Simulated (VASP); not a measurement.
# Sn (P6_3/mmc) in VASP: a series of runs, part 2 of 2

VASP 6.6.1.

### 3 Single point, LDA (23.53 Å³/atom)

This run uses another cell than the first one, of 23.53 Å³/atom.

Contents of INCAR:

```
PREC = Accurate
ENCUT = 520
EDIFF = 1E-6
ISMEAR = -1
SIGMA = 0.1
LREAL = F
LASPH = T
NELM = 60
ALGO = Normal
ISIF = 2
LWAVE = F
LCHARG = T
GGA = CA
LELF = T
LVHAR = T
NBANDS = 21
```

Contents of KPOINTS:

```
Automatic mesh
0
Gamma
  12 12 7
```

Contents of POSCAR:

```
Sn
1.0
    3.1963560301      0.0000000000      0.0000000000
   -1.5981780151      2.7681255216      0.0000000000
    0.0000000000      0.0000000000      5.3183710578
Sn
2
Direct
    0.3333333333      0.6666666667      0.2500000000
    0.6666666667      0.3333333333      0.7500000000
```

Potentials or basis: VASP PAW LDA potentials, release 64 (Sn_d).

Command:

```
> cat potpaw_LDA.64/Sn_d/POTCAR > POTCAR
> mpirun -np 1 vasp_std > vasp.out
```

OUTCAR:

```text
PREC = Accurate
   ENCUT = 520
   EDIFF = 1E-6
   ISMEAR = -1
   LREAL = F
   LASPH = T
   NELM = 60
   ISIF = 2
   GGA = CA

 ion  position               nearest neighbor table
   1  0.333  0.667  0.250-   2 3.24   2 3.24   2 3.24   2 3.24   2 3.24   2 3.24
   2  0.667  0.333  0.750-   1 3.24   1 3.24   1 3.24   1 3.24   1 3.24   1 3.24

  LATTYP: Found a hexagonal cell.
 ALAT       =     3.1963560301
 C/A-ratio  =     1.6638856897

  Lattice vectors:

 A1 = (   3.1963560301,   0.0000000000,   0.0000000000)
[... 189 lines left out ...]
      2     -11.8467      2.00000
      3     -11.8201      2.00000
      4     -11.8201      2.00000
      5     -11.8030      2.00000
      6     -11.8030      2.00000
[... 565 lines left out ...]
     20      18.9837      0.00000
     21      20.1786      0.00000

 [... further k-points ...]
[... 5 lines left out ...]
  --------------------------------------------------------------------------------------
  -------------------------------------------------------------------------------------
  Total        1.9994250      1.9994250      1.2614465     -0.0000000      0.0000000     -0.0000000
  in kB       68.0763312     68.0763312     42.9496741     -0.0000000      0.0000000     -0.0000000
  external PRESSURE =      59.7007788 kB  Pullay stress =       0.0000000 kB

 VOLUME and BASIS-vectors are now :
 -----------------------------------------------------------------------------
  energy-cutoff  :      520.00
  volume of cell :       47.06
      direct lattice vectors                 reciprocal lattice vectors
     3.196356030  0.000000000  0.000000000     0.312856262  0.180627647  0.000000000
    -1.598178015  2.768125522  0.000000000     0.000000000  0.361255294  0.000000000
     0.000000000  0.000000000  5.318371058     0.000000000  0.000000000  0.188027497

 POSITION                                       TOTAL-FORCE (eV/Angst)
 -----------------------------------------------------------------------------------
     -0.00000      1.84542      1.32959        -0.000000      0.000000     -0.000000
      1.59818      0.92271      3.98878         0.000000     -0.000000      0.000000
 -----------------------------------------------------------------------------------
    total drift:                               -0.000000      0.000000      0.000000

  FREE ENERGIE OF THE ION-ELECTRON SYSTEM (eV)
  ---------------------------------------------------
  free  energy   TOTEN  =        -8.8252492978 eV

  energy  without entropy=       -8.7877320424  energy(sigma->0) =       -8.80649067
```

stdout:

```text
POSCAR found type information on POSCAR Sn
 POSCAR found :  1 types and       2 ions
 scaLAPACK will be used
 LDA part: xc-table for (Slater(with rela. corr.)+CA(PZ))
 , standard interpolation
 POSCAR, INCAR and KPOINTS ok, starting setup
 FFT: planning ... GRIDC
 FFT: planning ... GRID_SOFT
 FFT: planning ... GRID
 WAVECAR not read
 entering main loop
```

Wall time 71 s (1 thread of Intel Xeon 8259CL, shared host); peak memory 0.18 GiB.

What came out:

```yaml
Free_energy: -8.8252 eV
Pressure: 6.0 GPa
Band_gap_on_the_k_mesh: zero (bands 14 and 15 overlap by 9.56 eV)
```

Caveat: the cell stands under pressure; spin-orbit coupling is left out, which moves the levels of the heavy elements.

### 4 Single point, LDA (24.55 Å³/atom)

This run uses another cell than the first one, of 24.55 Å³/atom.

Contents of INCAR:

```
SYSTEM = Sn
ALGO = Normal ; EDIFF = 1E-6
ENCUT = 520 ; ISIF = 2
ISMEAR = -1 ; LASPH = .True.
LCHARG = .True. ; LELF = .True.
LREAL = .False. ; LVHAR = .True.
LWAVE = .False. ; NBANDS = 21
NELM = 60 ; PREC = Accurate
SIGMA = 0.1
```

Contents of KPOINTS:

```
k-points
0
Gamma
  12 12 7
  0 0 0
```

Contents of POSCAR:

```
Sn
1.0
    3.2420244292      0.0000000000      0.0000000000
   -1.6210122146      2.8076755154      0.0000000000
    0.0000000000      0.0000000000      5.3943580534
Sn
2
Direct
    0.3333333333      0.6666666667      0.2500000000
    0.6666666667      0.3333333333      0.7500000000
```

Potentials or basis: VASP PAW LDA potentials, release 64 (Sn_d).

Command:

```
> cat potpaw_LDA.64/Sn_d/POTCAR > POTCAR
> mpirun -np 1 vasp_std > vasp.out
```

OUTCAR:

```text
SYSTEM = Sn
   EDIFF = 1E-6
   ENCUT = 520
   ISIF = 2
   ISMEAR = -1
   LASPH = .True.
   LREAL = .False.
   NELM = 60
   PREC = Accurate

 ion  position               nearest neighbor table
   1  0.333  0.667  0.250-   2 3.28   2 3.28   2 3.28   2 3.28   2 3.28   2 3.28
   2  0.667  0.333  0.750-   1 3.28   1 3.28   1 3.28   1 3.28   1 3.28   1 3.28

  LATTYP: Found a hexagonal cell.
 ALAT       =     3.2420244292
 C/A-ratio  =     1.6638856897

  Lattice vectors:

 A1 = (   3.2420244292,   0.0000000000,   0.0000000000)
 A2 = (  -1.6210122146,   2.8076755154,   0.0000000000)
[... 190 lines left out ...]
      5     -12.3487      2.00000
      6     -12.3487      2.00000
[... 565 lines left out ...]
     20      18.1907      0.00000
     21      19.4134      0.00000

 [... further k-points ...]
[... 5 lines left out ...]
  --------------------------------------------------------------------------------------
  -------------------------------------------------------------------------------------
  Total        1.0093916      1.0093916      0.3918083      0.0000000      0.0000000      0.0000000
  in kB       32.9357302     32.9357302     12.7844276      0.0000000      0.0000000      0.0000000
  external PRESSURE =      26.2186293 kB  Pullay stress =       0.0000000 kB

 VOLUME and BASIS-vectors are now :
 -----------------------------------------------------------------------------
  energy-cutoff  :      520.00
  volume of cell :       49.10
      direct lattice vectors                 reciprocal lattice vectors
     3.242024429  0.000000000  0.000000000     0.308449249  0.178083257  0.000000000
    -1.621012215  2.807675515  0.000000000     0.000000000  0.356166514  0.000000000
     0.000000000  0.000000000  5.394358053     0.000000000  0.000000000  0.185378870

 POSITION                                       TOTAL-FORCE (eV/Angst)
 -----------------------------------------------------------------------------------
     -0.00000      1.87178      1.34859         0.000000     -0.000000      0.000000
      1.62101      0.93589      4.04577        -0.000000      0.000000      0.000000
 -----------------------------------------------------------------------------------
    total drift:                                0.000000     -0.000000      0.000000

  FREE ENERGIE OF THE ION-ELECTRON SYSTEM (eV)
  ---------------------------------------------------
  free  energy   TOTEN  =        -8.8804420639 eV

  energy  without entropy=       -8.8398923209  energy(sigma->0) =       -8.86016719
```

OSZICAR:

```text
N       E                     dE             d eps       ncg     rms          rms(c)
DAV:   1     0.220476845292E+03    0.22048E+03   -0.14839E+04  3255   0.220E+03
DAV:   2     0.131993326590E+02   -0.20728E+03   -0.20284E+03  3212   0.451E+02
DAV:   3    -0.826907595672E+01   -0.21468E+02   -0.21259E+02  3691   0.132E+02
DAV:   4    -0.890051655017E+01   -0.63144E+00   -0.63082E+00  3651   0.250E+01
DAV:   5    -0.892304305740E+01   -0.22527E-01   -0.22526E-01  4344   0.464E+00    0.230E+00
DAV:   6    -0.889278947513E+01    0.30254E-01   -0.35296E-02  4402   0.254E+00    0.124E+00
DAV:   7    -0.888105000748E+01    0.11739E-01   -0.18212E-02  4365   0.177E+00    0.137E-01
DAV:   8    -0.888044215060E+01    0.60786E-03   -0.14774E-03  4304   0.564E-01    0.206E-02
DAV:   9    -0.888044454952E+01   -0.23989E-05   -0.34904E-05  4406   0.466E-02    0.125E-02
DAV:  10    -0.888044206484E+01    0.24847E-05   -0.14793E-06  2988   0.111E-02    0.219E-03
DAV:  11    -0.888044206395E+01    0.89130E-09   -0.31704E-07  2246   0.890E-03
   1 F= -.88804421E+01 E0= -.88601672E+01  d E =-.405497E-01
```

It took 72 s on 1 thread of Intel Xeon 8259CL, shared host; peak memory 0.18 GiB.

What came out:

```
Free energy            : -8.8804 eV
Pressure               : 2.6 GPa
Band gap on the k mesh : zero (bands 14 and 15 overlap by 9.13 eV)
```

Caveat: spin-orbit coupling is left out, which moves the levels of the heavy elements.

### 5 Single point, LDA (25.57 Å³/atom)

This run uses another cell than the first one, of 25.57 Å³/atom.

Contents of INCAR:

```
SYSTEM = Sn
PREC     = Accurate       ! precision mode
ENCUT    = 520            ! plane-wave cutoff, eV
EDIFF    = 1E-6           ! SCF threshold, eV
ISMEAR   = -1             ! smearing method
SIGMA    = 0.1            ! smearing width, eV
LREAL    = .FALSE.        ! projectors in reciprocal space
LASPH    = .TRUE.         ! aspherical terms in the spheres
NELM     = 60             ! most SCF steps
ALGO     = Normal         ! electronic algorithm
ISIF     = 2              ! what is computed and relaxed
LWAVE    = .FALSE.        ! write WAVECAR
LCHARG   = .TRUE.         ! write CHGCAR
LELF     = .TRUE.         ! ELF
LVHAR    = .TRUE.       
NBANDS   = 21             ! bands
```

Contents of KPOINTS:

```
Automatic mesh
0
G
  12 12 7
  0 0 0
```

Contents of POSCAR:

```
Sn
1.0
    3.2864412422      0.0000000000      0.0000000000
   -1.6432206211      2.8461416038      0.0000000000
    0.0000000000      0.0000000000      5.4682625529
Sn
2
Direct
    0.3333333333      0.6666666667      0.2500000000
    0.6666666667      0.3333333333      0.7500000000
```

Command:

```
> cat potpaw_LDA.64/Sn_d/POTCAR > POTCAR
> mpirun -np 1 vasp_std > vasp.out
```

It took 80 s on 1 thread of Intel Xeon 8259CL, shared host; peak memory 0.19 GiB.

The run converged. Its results:

```
Free energy            : -8.8975 eV
Pressure               : 0.0 GPa
Band gap on the k mesh : zero (bands 14 and 15 overlap by 8.74 eV)
```

Stress tensor (GPa, compression positive):
```
 0.51  0.00  0.00
 0.00  0.51  0.00
 0.00  0.00 -1.08
```

Levels at points of the mesh, in eV from the Fermi level:
```tsv
k point	band 11	band 12	band 13	band 14	band 15	band 16	band 17	band 18
(0.00, 0.00, 0.00)	-11.57	-7.11	-4.93	6.27	6.27	7.89	8.08	8.08
(0.50, 0.00, 0.00)	-7.20	-6.10	-2.43	-1.67	-0.84	1.27	2.30	6.07
```

Caveat: spin-orbit coupling is left out, which moves the levels of the heavy elements.

### 6 Single point, LDA (26.60 Å³/atom)

This run uses another cell than the first one, of 26.60 Å³/atom.

Contents of INCAR:

```
ALGO = Normal
EDIFF = 1E-6
ENCUT = 520
ISIF = 2
ISMEAR = -1
LASPH = T
LCHARG = T
LELF = T
LREAL = F
LVHAR = T
LWAVE = F
NBANDS = 21
NELM = 80
PREC = Accurate
SIGMA = 0.1
```

Contents of KPOINTS:

```
k-points
0
Gamma
  12 12 7
```

Contents of POSCAR:

```
Sn
1.0
    3.3296888496      0.0000000000      0.0000000000
   -1.6648444248      2.8835951304      0.0000000000
    0.0000000000      0.0000000000      5.5402216280
Sn
2
Direct
    0.3333333333      0.6666666667      0.2500000000
    0.6666666667      0.3333333333      0.7500000000
```

Potentials or basis: VASP PAW LDA potentials, release 64 (Sn_d).

Command:

```
> cat potpaw_LDA.64/Sn_d/POTCAR > POTCAR
> mpirun -np 1 vasp_std > vasp.out
```

It took 2.1 min on 1 thread of Intel Xeon 8259CL, shared host; peak memory 0.19 GiB.

Results (log left out):

```
Free energy            : -8.8845 eV
Pressure               : -2.1 GPa
Band gap on the k mesh : zero (bands 14 and 15 overlap by 8.37 eV)
```

Stress tensor (GPa, compression positive):
```
-1.69  0.00  0.00
 0.00 -1.69  0.00
 0.00  0.00 -2.93
```

Levels at points of the mesh, in eV from the Fermi level:
| k point | band 10 | band 11 | band 12 | band 13 | band 14 | band 15 | band 16 | band 17 | band 18 | band 19 |
| --- | --- | --- | --- | --- | --- | --- | --- | --- | --- | --- |
| (0.00, 0.00, 0.00) | -21.27 | -11.27 | -7.03 | -4.71 | 6.03 | 6.03 | 7.58 | 7.76 | 7.76 | 9.84 |
| (0.50, 0.00, 0.00) | -21.25 | -7.10 | -5.98 | -2.46 | -1.61 | -0.77 | 1.30 | 2.26 | 5.86 | 5.98 |

Caveat: spin-orbit coupling is left out, which moves the levels of the heavy elements.

### 7 The runs side by side

| cell | gap on the mesh (eV) | pressure (GPa) |
| --- | --- | --- |
| a = 3.149, b = 3.149, c = 5.240 Å, angles 90.0, 90.0, 120.0°, 2 atoms | none | 10.2 |
| a = 3.196, b = 3.196, c = 5.318 Å, angles 90.0, 90.0, 120.0°, 2 atoms | none | 6.0 |
| a = 3.242, b = 3.242, c = 5.394 Å, angles 90.0, 90.0, 120.0°, 2 atoms | none | 2.6 |
| a = 3.286, b = 3.286, c = 5.468 Å, angles 90.0, 90.0, 120.0°, 2 atoms | none | 0.0 |
| a = 3.330, b = 3.330, c = 5.540 Å, angles 90.0, 90.0, 120.0°, 2 atoms | none | -2.1 |

Alike in all rows: task single point; level LDA; potentials or basis VASP PAW LDA potentials, release 64 (Sn_d); no spin polarisation; k mesh 12 × 12 × 7; cutoff (eV) 520; smearing fermi-dirac 0.1 eV.

Caveats: spin-orbit coupling is left out, which moves the levels of the heavy elements; the cell stands under pressure (at least some runs).

Absolute energies hang on the potentials; compare differences alone.
